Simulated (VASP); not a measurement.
BiP (zincblende type):

```
Bi P
1.0
     0.00000    3.06184    3.06184
     3.06184    0.00000    3.06184
     3.06184    3.06184    0.00000
Bi P
1 1
Direct
  0.00000 0.00000 0.00000
  0.25000 0.25000 0.25000
```

| Item | Value |
| --- | --- |
| Program | VASP 6.6.1 |
| Task | relaxation of cell and atoms |
| Functional | PBE |
| Potentials or basis | VASP PAW PBE potentials, release 64 (Bi_d, P) |
| Cutoff | 600 eV |
| k mesh | 9 × 9 × 9 |
| Occupations | fermi-dirac, width 0.05 eV |
| Spin | no spin polarisation |

At the start: pressure 11.0 GPa; volume 28.70 Å³/atom.

Question: Where does the relaxation end?

Answer: Over 3 steps the energy falls by 169.3 meV/atom and the volume is 34.38 Å³/atom (+19.8 %); space group F-43m (No. 216, to 0.05 Å).

Step by step:
| step | energy change (eV) | largest force (eV/Å) | pressure (GPa) | volume (Å³) |
| --- | --- | --- | --- | --- |
| 1 | 0.0000 | 0.0000 | 11.02 | 57.41 |
| 2 | -0.2652 | 0.0000 | -3.27 | 75.43 |
| 3 | -0.3386 | 0.0000 | 0.01 | 68.76 |

Final structure:
```yaml
crystal:
  lattice:
    - [0.00000, 3.25164, 3.25164]
    - [3.25164, 0.00000, 3.25164]
    - [3.25164, 3.25164, 0.00000]
  atoms:
    - { symbol: Bi, position: [0.00000, 0.00000, 0.00000] }
    - { symbol: P, position: [0.25000, 0.25000, 0.25000] }
```

Caveat: the volume moved by over 15 % at a fixed basis, so the end points are rough.
